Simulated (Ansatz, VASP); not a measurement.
**KNbO3: VASP beside Ansatz**

INCAR

```
PREC = Accurate
ENCUT = 600
EDIFF = 1E-6
ISMEAR = -1
SIGMA = 0.001
LREAL = False
LASPH = True
NELM = 120
ALGO = Normal
ISIF = 2
LWAVE = False
LCHARG = True
GGA = PE
LELF = True
LVHAR = True
NBANDS = 28
GGA_COMPAT = False
```

KPOINTS

```
Automatic mesh
0
Gamma
  4 4 4
```

The input POSCAR:

```
KNbO3
1.0
    4.0129726800      0.0000000000      0.0000000000
    0.0000000000      4.0129726800      0.0000000000
    0.0000000000      0.0000000000      4.1102918300
K Nb O
1 1 3
Direct
    0.5000000000      0.5000000000      0.4999545100
    0.0000000000      0.0000000000      0.0149157700
    0.5000000000      0.0000000000      0.9741423400
    0.0000000000      0.5000000000      0.9741423400
    0.0000000000      0.0000000000      0.4716460400
```

Input for Ansatz:

```yaml
crystal:
  lattice:
    - [4.01297268, 0.0, 0.0]
    - [0.0, 4.01297268, 0.0]
    - [0.0, 0.0, 4.11029183]
  atoms:
    - { symbol: K, position: [0.5, 0.5, 0.49995451] }
    - { symbol: Nb, position: [0.0, 0.0, 0.01491577] }
    - { symbol: O, position: [0.5, 0.0, 0.97414234] }
    - { symbol: O, position: [0.0, 0.5, 0.97414234] }
    - { symbol: O, position: [0.0, 0.0, 0.47164604] }
basis:
  ecutwfc: 420
kpoints:
  mp_grid: { grid: [4, 4, 4] }
hamiltonian:
  xc: pbe
scf:
  occupations: { method: fermi_dirac, width: 0.001 }
output:
  forces: true
  stress: true
  eigenvalues: true
```

Alike in both runs: task single point; functional PBE; k mesh 4 × 4 × 4; occupations fermi-dirac, width 0.001 eV; no spin polarisation.

|  | VASP | Ansatz |
| --- | --- | --- |
| version | VASP 6.6.1 | Ansatz 0.2.0 |
| potentials or method | VASP PAW PBE potentials, release 64 (K_sv, Nb_sv, O), cutoff 600 eV | scalar-relativistic, plane waves, PAW |
| valence electrons in the cell | 40 | 40 |

|  | VASP | Ansatz | Ansatz less VASP |
| --- | --- | --- | --- |
| gap on the k mesh at the Fermi level (eV) | 1.54 | 1.56 | +0.018 |
| least direct gap on the mesh (eV) | 2.39 | 2.40 | +0.013 |
| pressure (GPa) | -0.6 | -0.4 | +0.25 |
| traceless stress, the component that is largest in VASP (GPa) | 0.31 | 0.29 | -0.021 |
| rms of the force components (eV/Å) | 0.132 | 0.135 | +0.0037 |

Atom by atom the forces differ by 0.006 eV/Å (rms over components).
